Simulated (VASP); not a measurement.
# Al (Fm-3m) in VASP: further runs

Aim: see how the results for Al move with the level of theory and the settings. Levels: LDA, PBE. Tasks: single point.

Program: VASP 6.6.1. These are calculated values, not measurements. Logs are shortened: lines on timing, memory, paths and dates and some standing lists are left out, and cuts for length are marked.

### 1 The cell of the first run

The structure is cubic, space group Fm-3m (No. 225). Conventional cell: a = 4.042 Å, b = 4.042 Å, c = 4.042 Å, α = 90.00°, β = 90.00°, γ = 90.00°. Al (site symmetry m-3m) has 12 Al at 2.86 Å within 3.8 Å.

### 2 Single point, LDA

The input, INCAR:

```
SYSTEM = Al
  ALGO = Fast
  EDIFF = 1E-7
  ENCUT = 520
  ISIF = 2
  ISMEAR = 0
  LASPH = .TRUE.
  LCHARG = .TRUE.
  LELF = .TRUE.
  LREAL = .FALSE.
  LVHAR = .TRUE.
  LWAVE = .FALSE.
  NBANDS = 8
  NELM = 100
  PREC = Accurate
  SIGMA = 0.1
```

The input, KPOINTS:

```
k-points
0
G
  18 18 18
  0 0 0
```

The input, POSCAR:

```
Al
1.0
    0.0000000000      2.0208104482      2.0208104482
    2.0208104482      0.0000000000      2.0208104482
    2.0208104482      2.0208104482      0.0000000000
Al
1
Direct
    0.0000000000      0.0000000000      0.0000000000
```

Potentials or basis: VASP PAW LDA potentials, release 64 (Al).

Run with:

```bash
cat potpaw_LDA.64/Al/POTCAR > POTCAR
mpirun -np 1 vasp_std > vasp.out
```

OUTCAR:

```text
SYSTEM = Al
   EDIFF = 1E-7
   ENCUT = 520
   ISIF = 2
   ISMEAR = 0
   LASPH = .TRUE.
   LREAL = .FALSE.
   NELM = 100
   PREC = Accurate

 ion  position               nearest neighbor table
   1  0.000  0.000  0.000-

  LATTYP: Found a face centered cubic cell.
 ALAT       =     4.0416208964

  Lattice vectors:

 A1 = (   0.0000000000,   2.0208104482,   2.0208104482)
 A2 = (   2.0208104482,   0.0000000000,   2.0208104482)
 A3 = (   2.0208104482,   2.0208104482,   0.0000000000)

Analysis of symmetry for initial positions (statically):
=====================================================================
 Subroutine PRICEL returns:
 Original cell was already a primitive cell.

 Routine SETGRP: Setting up the symmetry group for a
 face centered cubic supercell.

 Subroutine GETGRP returns: Found 48 space group operations
 (whereof 48 operations were pure point group operations)
 out of a pool of 48 trial point group operations.

The static configuration has the point symmetry O_h .

Analysis of symmetry for dynamics (positions and initial velocities):
=====================================================================
 Subroutine PRICEL returns:
 Original cell was already a primitive cell.

 Routine SETGRP: Setting up the symmetry group for a
 face centered cubic supercell.

 Subroutine GETGRP returns: Found 48 space group operations
 (whereof 48 operations were pure point group operations)
 out of a pool of 48 trial point group operations.

The dynamic configuration has the point symmetry O_h .

 Subroutine INISYM returns: Found 48 space group operations
 (whereof 48 operations are pure point group operations),
 and found     1 'primitive' translations

----------------------------------------------------------------------------------------

                                     Primitive cell

  volume of cell :      16.5047

  direct lattice vectors                    reciprocal lattice vectors
     0.000000000  2.020810448  2.020810448    -0.247425482  0.247425482  0.247425482
     2.020810448  0.000000000  2.020810448     0.247425482 -0.247425482  0.247425482
     2.020810448  2.020810448  0.000000000     0.247425482  0.247425482 -0.247425482

  length of vectors
     2.857857543  2.857857543  2.857857543     0.428553507  0.428553507  0.428553507

  position of ions in fractional coordinates (direct lattice)
     0.000000000  0.000000000  0.000000000

  ion indices of the primitive-cell ions
   primitive index   ion index
                 1           1

----------------------------------------------------------------------------------------

 KPOINTS: k-points

Automatic generation of k-mesh.
 Grid dimensions read from file:
 generate k-points for:   18   18   18

 Generating k-lattice:

  Cartesian coordinates                     Fractional coordinates (reciprocal lattice)
    -0.013745860  0.013745860  0.013745860     0.055555556  0.000000000  0.000000000
     0.013745860 -0.013745860  0.013745860     0.000000000  0.055555556  0.000000000
     0.013745860  0.013745860 -0.013745860     0.000000000  0.000000000  0.055555556

  Length of vectors
     0.023808528  0.023808528  0.023808528

  Shift w.r.t. Gamma in fractional coordinates (k-lattice)
     0.000000000  0.000000000  0.000000000

 Subroutine IBZKPT returns following result:
 ===========================================

 Found    195 irreducible k-points:

 Following reciprocal coordinates:
            Coordinates               Weight
  0.000000  0.000000  0.000000      1.000000
  0.055556  0.000000  0.000000      8.000000
  0.111111  0.000000  0.000000      8.000000
  0.166667  0.000000  0.000000      8.000000
  0.222222  0.000000  0.000000      8.000000
  0.277778  0.000000  0.000000      8.000000
[... 16 lines left out ...]
 -0.277778  0.055556  0.000000     24.000000
 -0.222222  0.055556  0.000000     24.000000
 [... further k-points ...]
   k-points           NKPTS =    195   k-points in BZ     NKDIM =    195   number of bands    NBANDS=      8
   number of dos      NEDOS =    301   number of ions     NIONS =      1
   total plane-waves  NPLWV =  13824
   dimension x,y,z NGX =    24 NGY =   24 NGZ =   24
   dimension x,y,z NGXF=    48 NGYF=   48 NGZF=   48
   ions per type =               1
   NGX,Y,Z   is equivalent  to a cutoff of  13.96, 13.96, 13.96 a.u.
   NGXF,Y,Z  is equivalent  to a cutoff of  27.92, 27.92, 27.92 a.u.
 SYSTEM =  Al
   PREC   = accura    normal or accurate (medium, high low for compatibility)
   ISTART =      0    job   : 0-new  1-cont  2-samecut
   ICHARG =      2    charge: 1-file 2-atom 10-const
   ISPIN  =      1    spin polarized calculation?
   LNONCOLLINEAR =      F non collinear calculations
   LSORBIT =      F    spin-orbit coupling
   LASPH  =      T    aspherical Exc in radial PAW
   ENCUT  =  520.0 eV  38.22 Ry    6.18 a.u.   5.31  5.31  5.31*2*pi/ulx,y,z
   NELM   =    100;   NELMIN=  2; NELMDL= -5     # of ELM steps
   EDIFF  = 0.1E-06   stopping-criterion for ELM
   LREAL  =      F    real-space projection
   EDIFFG = 0.1E-05   stopping-criterion for IOM
   NSW    =      0    number of steps for IOM
   IBRION =     -1    ionic relax: 0-MD 1-quasi-New 2-CG
   NFREE  =      0    steps in history (QN), initial steepest desc. (CG)
   ISIF   =      2    stress and relaxation
   ISYM   =      2    0-nonsym 1-usesym 2-fastsym
   POTIM  = 0.5000    time-step for ionic-motion
   TEBEG  =    0.0;   TEEND  =   0.0 temperature during run
   PSTRESS=    0.0 pullay stress
   NELECT =       3.0000    total number of electrons
   NUPDOWN=      -1.0000    fix difference up-down
   EMIN   =  10.00;   EMAX   =-10.00  energy-range for DOS
   EFERMI =   0.00;   METHOD = LEGACY
   ISMEAR =     0;   SIGMA  =   0.10  broadening in eV -4-tet -1-fermi 0-gaus
   EFERMI_NEDOS =   21; number of points for ismear=-14 and -15
   IALGO  =     68    algorithm
   IMIX   =      4    mixing-type and parameters
     AMIX     =   0.40;   BMIX     =  1.00
     AMIX_MAG =   1.60;   BMIX_MAG =  1.00
  volume/ion in A,a.u.               =      16.50       111.38
  Fermi-wavevector in a.u.,A,eV,Ry     =   0.927356  1.752448 11.700855  0.859989
  Thomas-Fermi vector in A             =   2.053417
   LORBIT       =      0    0 simple, 1 ext, 2 COOP (PROOUT), +10 PAW based schemes
   GGA     = CA    functional components
   LHFCALC =     F    Hartree Fock is set to
   AEXX    =    0.0000 exact exchange contribution
   IVDW    =     0    specifies the selected vdW correction
   LEPSILON=     F    determine dielectric tensor
   LRPA    =     F    only Hartree local field effects (RPA)
 non-spin polarized calculation
 RMM-DIIS sequential band-by-band and
 Gauss-broadening in eV      SIGMA  =   0.10
  energy-cutoff  :      520.00
  volume of cell :       16.50
 maximum number of plane-waves:       459
 NGX is ok and might be reduce to    24

 number of electron       3.0000000 magnetization

 Free energy of the ion-electron system (eV)
  ---------------------------------------------------
  ext. energy  EPLUGINS =         0.00000000
  ---------------------------------------------------
  free energy    TOTEN  =        -4.18307341 eV

  energy without entropy =       -4.18035351  energy(sigma->0) =       -4.18171346

 E-fermi :   7.7767     XC(G=0): -10.3426

 val. band max:        7.7743428155   @ k =  -0.3889   0.3889   0.1667
 cond. band min:       7.7798641476   @ k =  -0.2778   0.2778   0.0556
 fundamental gap:      0.0055213321
 Fermi energy:         7.7766870234

 k-point     1 :       0.0000    0.0000    0.0000
  band No.  band energies     occupation
      1      -3.3099      2.00000
      2      20.3578      0.00000
      3      20.3578      0.00000
      4      20.3578      0.00000
      5      21.6750      0.00000
      6      21.6750      0.00000
      7      21.6750      0.00000
      8      24.3991      0.00000

 k-point     2 :       0.0556    0.0000    0.0000
  band No.  band energies     occupation
      1      -3.2262      2.00000
      2      18.8258      0.00000
      3      20.0205      0.00000
      4      20.0205      0.00000
      5      22.1392      0.00000
      6      22.1392      0.00000
      7      22.3191      0.00000
      8      25.2341      0.00000

 k-point     3 :       0.1111    0.0000    0.0000
  band No.  band energies     occupation
      1      -2.9754      2.00000
      2      16.6187      0.00000
      3      19.4934      0.00000
      4      19.4934      0.00000
      5      22.4447      0.00000
      6      23.0115      0.00000
      7      23.0115      0.00000
      8      25.5930      0.00000

 k-point     4 :       0.1667    0.0000    0.0000
  band No.  band energies     occupation
      1      -2.5585      2.00000
      2      14.3958      0.00000
      3      19.0426      0.00000
      4      19.0426      0.00000
      5      22.3128      0.00000
      6      23.6009      0.00000
      7      23.6009      0.00000
      8      24.9824      0.00000

 k-point     5 :       0.2222    0.0000    0.0000
  band No.  band energies     occupation
      1      -1.9768      2.00000
      2      12.2465      0.00000
      3      18.7133      0.00000
      4      18.7133      0.00000
      5      22.1604      0.00000
      6      22.8950      0.00000
      7      22.8950      0.00000
      8      25.8613      0.00000
[... 177 lines left out ...]
 k-point    22 :      -0.3333    0.0556    0.0000
  band No.  band energies     occupation
      1       0.0812      2.00000
      2       7.7338      1.45569
      3      16.8185      0.00000
      4      19.5207      0.00000
      5      19.8510      0.00000
      6      21.1559      0.00000
      7      22.7290      0.00000
      8      25.6335      0.00000

 k-point    23 :      -0.2778    0.0556    0.0000
  band No.  band energies     occupation
      1      -0.8755      2.00000
      2       9.6110      0.00000
      3      16.8356      0.00000
      4      19.6556      0.00000
      5      20.5903      0.00000
      6      22.0178      0.00000
      7      22.6699      0.00000
      8      26.4131      0.00000

 k-point    24 :      -0.2222    0.0556    0.0000
  band No.  band energies     occupation
      1      -1.6731      2.00000
      2      11.6103      0.00000
      3      16.9964      0.00000
      4      19.8116      0.00000
      5      21.5501      0.00000
      6      22.6653      0.00000
      7      23.0342      0.00000
      8      25.2297      0.00000

 [... further k-points ...]
[... 5 lines left out ...]
  --------------------------------------------------------------------------------------
  -------------------------------------------------------------------------------------
  Total       -0.3291798     -0.3291798     -0.3291798     -0.0000000     -0.0000000      0.0000000
  in kB      -31.9548661    -31.9548661    -31.9548661     -0.0000000     -0.0000000      0.0000000
  external PRESSURE =     -31.9548661 kB  Pullay stress =       0.0000000 kB

 VOLUME and BASIS-vectors are now :
 -----------------------------------------------------------------------------
  energy-cutoff  :      520.00
  volume of cell :       16.50
      direct lattice vectors                 reciprocal lattice vectors
     0.000000000  2.020810448  2.020810448    -0.247425482  0.247425482  0.247425482
     2.020810448  0.000000000  2.020810448     0.247425482 -0.247425482  0.247425482
     2.020810448  2.020810448  0.000000000     0.247425482  0.247425482 -0.247425482

 POSITION                                       TOTAL-FORCE (eV/Angst)
 -----------------------------------------------------------------------------------
      0.00000      0.00000      0.00000        -0.000000      0.000000      0.000000
 -----------------------------------------------------------------------------------
    total drift:                               -0.000000      0.000000      0.000000

  FREE ENERGIE OF THE ION-ELECTRON SYSTEM (eV)
  ---------------------------------------------------
  free  energy   TOTEN  =        -4.1830734111 eV

  energy  without entropy=       -4.1803535102  energy(sigma->0) =       -4.18171346
```

Run time: 15 s. Hardware: 1 thread of Intel Xeon Platinum 8559C (Emerald Rapids), shared host; peak memory 0.14 GiB.

Results:

- Free energy: -4.1831 eV
- Pressure: -3.2 GPa

Levels at points of the mesh, in eV from the Fermi level:
| k point | band 1 | band 2 | band 3 | band 4 | band 5 |
| --- | --- | --- | --- | --- | --- |
| (0.00, 0.00, 0.00) | -11.09 | 12.58 | 12.58 | 12.58 | 13.90 |
| (0.50, 0.00, 0.00) | -4.54 | -4.38 | 11.24 | 11.24 | 11.45 |
| (0.50, 0.50, 0.00) | -2.88 | -1.60 | 5.31 | 5.54 | 5.54 |

### 3 Single point, PBE

This run uses another cell than the first one: it holds 16 atoms, not 1.

The input, INCAR:

```
  ALGO = Normal
  EDIFF = 1E-6
  ENCUT = 520
  GGA = PE
  ISIF = 2
  ISMEAR = 0
  LASPH = True
  LCHARG = False
  LREAL = Auto
  LWAVE = False
  NBANDS = 38
  NELM = 80
  PREC = Accurate
  SIGMA = 0.1
```

The input, KPOINTS:

```
k-points
0
Gamma
  5 5 5
```

The input, POSCAR:

```
Al
1.0
    4.0416208963      4.0416208963     -4.0416208963
   -4.0416208963     -4.0416208963     -4.0416208963
   -4.0416208963      4.0416208963      4.0416208963
Al
16
Direct
    0.2500000000      0.7500000000      0.0000000000
    0.5000000000      0.5000000000      0.0000000000
    0.7500000000      0.2500000000      0.0000000000
    0.7500000000      0.7500000000      0.5000000000
    0.0000000000      0.7500000000      0.2500000000
    0.2500000000      0.5000000000      0.2500000000
    0.5000000000      0.2500000000      0.2500000000
    0.7500000000      0.0000000000      0.2500000000
    0.0000000000      0.0000000000      0.0000000000
    0.5000000000      0.7500000000      0.7500000000
    0.7500000000      0.5000000000      0.7500000000
    0.0000000000      0.5000000000      0.5000000000
    0.2500000000      0.2500000000      0.5000000000
    0.5000000000      0.0000000000      0.5000000000
    0.0000000000      0.2500000000      0.7500000000
    0.2500000000      0.0000000000      0.7500000000
```

Potentials or basis: VASP PAW PBE potentials, release 64 (Al).

Run with:

```bash
cat potpaw_PBE.64/Al/POTCAR > POTCAR
mpirun -np 1 vasp_std > vasp.out
```

Run time: 96 s. Hardware: 1 thread of Intel Xeon Platinum 8559C (Emerald Rapids), shared host; peak memory 0.38 GiB.

The run converged. Its results:

```
Free energy            : -59.9944 eV
Pressure               : -0.2 GPa
Band gap on the k mesh : zero (band 24 reaches 9.24 eV, above the bottom of band 25 at 7.11 eV)
```

Levels at points of the mesh, in eV from the Fermi level:
```tsv
k point	band 21	band 22	band 23	band 24	band 25	band 26	band 27	band 28
(0.00, 0.00, 0.00)	1.20	1.20	1.20	1.20	1.20	1.20	1.20	1.20
```
